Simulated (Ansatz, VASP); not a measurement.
**BN: VASP beside Ansatz**

INCAR

```
SYSTEM = BN
PREC = Accurate
ENCUT = 520
EDIFF = 1E-7
ISMEAR = 0
SIGMA = 0.01
LREAL = .FALSE.
LASPH = .TRUE.
NELM = 60
ALGO = Normal
ISIF = 2
LWAVE = .FALSE.
LCHARG = .FALSE.
GGA = PE
NBANDS = 16
```

KPOINTS

```
Automatic mesh
0
G
  5 5 2
  0 0 0
```

The input POSCAR:

```
BN
1.0
    2.4982400000      0.0000000000      0.0000000000
   -1.2491200000      2.1635400000      0.0000000000
    0.0000000000      0.0000000000      6.6357000000
B N
2 2
Direct
    0.3333333333      0.6666666667      0.2500000000
    0.6666666667      0.3333333333      0.7500000000
    0.3333333333      0.6666666667      0.7500000000
    0.6666666667      0.3333333333      0.2500000000
```

Input for Ansatz:

```yaml
crystal:
  lattice:
    - [2.49824, 0.0, 0.0]
    - [-1.24912, 2.16354, 0.0]
    - [0.0, 0.0, 6.6357]
  atoms:
    - { symbol: B, position: [0.3333333333333333, 0.6666666666666666, 0.25] }
    - { symbol: B, position: [0.6666666666666666, 0.3333333333333333, 0.75] }
    - { symbol: "N", position: [0.3333333333333333, 0.6666666666666666, 0.75] }
    - { symbol: "N", position: [0.6666666666666666, 0.3333333333333333, 0.25] }
basis:
  ecutwfc: 517.016338673772
kpoints:
  mp_grid:
    grid: [5, 5, 2]
hamiltonian:
  xc: pbe
scf:
  convergence:
    dr2_threshold: 1.0e-07
  occupations:
    method: fixed
output:
  eigenvalues: true
```

Alike in both runs: task single point; functional PBE; k mesh 5 × 5 × 2; no spin polarisation.

|  | VASP | Ansatz |
| --- | --- | --- |
| version | VASP 6.6.1 | Ansatz 0.2.0 |
| potentials or method | VASP PAW PBE potentials, release 64 (B, N), cutoff 520 eV | plane waves, PAW |
| occupations | gaussian, width 0.01 eV | fixed |
| valence electrons in the cell | 16 | 16 |

```tsv
	VASP	Ansatz	Ansatz less VASP
gap on the k mesh at the Fermi level (eV)	4.68	4.69	+0.004
```

The k mesh is coarse, so the values compare programs but aren't converged.
